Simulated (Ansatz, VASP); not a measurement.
## Hf in VASP and in Ansatz

INCAR

```
SYSTEM = Hf
  PREC = Accurate
  ENCUT = 520
  EDIFF = 1E-6
  ISMEAR = -1
  SIGMA = 0.08
  LREAL = .FALSE.
  LASPH = .TRUE.
  NELM = 100
  ALGO = Normal
  ISIF = 2
  LWAVE = .FALSE.
  LCHARG = .FALSE.
  GGA = CA
  NBANDS = 11
```

The input KPOINTS:

```
regular mesh
0
G
  17 17 17
  0 0 0
```

File POSCAR:

```
Hf
1.0
   -1.5289728139      1.5289728139      1.5289728139
    1.5289728139     -1.5289728139      1.5289728139
    1.5289728139      1.5289728139     -1.5289728139
Hf
1
Direct
    0.0000000000      0.0000000000      0.0000000000
```

Input for Ansatz:

```yaml
crystal:
  lattice:
    - [-1.5289728139, 1.5289728139, 1.5289728139]
    - [1.5289728139, -1.5289728139, 1.5289728139]
    - [1.5289728139, 1.5289728139, -1.5289728139]
  atoms:
    - { symbol: Hf, position: [0.0, 0.0, 0.0] }
kpoints:
  mp_grid: { grid: [17, 17, 17] }
scf:
  occupations: { method: fermi_dirac, width: 0.08 }
hamiltonian:
  xc: lda
  pseudopotentials: { kind: paw }
output:
  forces: true
  stress: true
  eigenvalues: true
  populations: true
  write_density: true
  write_potential: true
  elf: true
  volumetric_format: npy
```

Change from the starting cell: volume scaled by 0.7, PAW files.

Alike in both runs: task single point; functional LDA; k mesh 17 × 17 × 17; occupations fermi-dirac, width 0.08 eV; no spin polarisation.

|  | VASP | Ansatz |
| --- | --- | --- |
| version | VASP 6.6.1 | Ansatz 0.2.0 |
| potentials or method | VASP PAW LDA potentials, release 64 (Hf_pv) | PAW with Ansatz's default frozen-core files, scalar-relativistic |
| plane-wave cutoff (eV) | 520 | 420 |
| valence electrons in the cell | 10 | 26 |

|  | VASP | Ansatz | Ansatz less VASP |
| --- | --- | --- | --- |
| pressure (GPa) | 73.9 | 73.7 | -0.15 |

LDA's correlation is that of Perdew and Zunger in VASP and of Perdew and Wang (1992) in Ansatz. Both programs put the cell under a high pressure, so it lies far from rest at this level. VASP's potentials hold 10 valence electrons a cell and Ansatz's 26, so a difference there can come from the potentials and not from the codes.

Spin-orbit coupling is off throughout. Noted on VASP's run: the cell as given lies far from equilibrium.
